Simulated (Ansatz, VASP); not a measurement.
NiO in VASP and in Ansatz

```xyz
2
Lattice="0.0000 2.0495 2.0913 2.0495 0.0000 2.0913 2.0495 2.0495 0.0000" Properties=species:S:1:pos:R:3 pbc="T T T"
Ni    0.0000    0.0000    0.0000
O     2.0495    2.0495    2.0913
```

Change from the starting cell: equal xx and yy strain of -2 %, crystal datasets.

Alike in both runs: task electric field gradients; functional PBE; k mesh 17 × 17 × 17; occupations fermi-dirac, width 0.03 eV; collinear spin.

|  | VASP | Ansatz |
| --- | --- | --- |
| version | VASP 6.6.1 | Ansatz 0.2.0 |
| potentials or method | VASP PAW PBE potentials, release 64 (Ni, O), cutoff 520 eV | all-electron PAW with datasets made for the crystal, scalar-relativistic |

|  | VASP | Ansatz | Ansatz less VASP |
| --- | --- | --- | --- |
| pressure (GPa) | 11.8 | 12.9 | +1.13 |
| traceless stress, the component that is largest in VASP (GPa) | -1.76 | -1.88 | -0.119 |
| net moment per atom (μB) | 0.79 | 0.84 | +0.054 |
| size of the moment on the site where the two differ most (μB) | 1.31 | 1.36 | +0.053 |
| size of Vzz on the site where it differs most (V/Å²) | 1.1 | 2.2 | +1.10 |

Site moments also hang on the region over which each program counts them. Ansatz ran all-electron here, and VASP with PAW potentials.
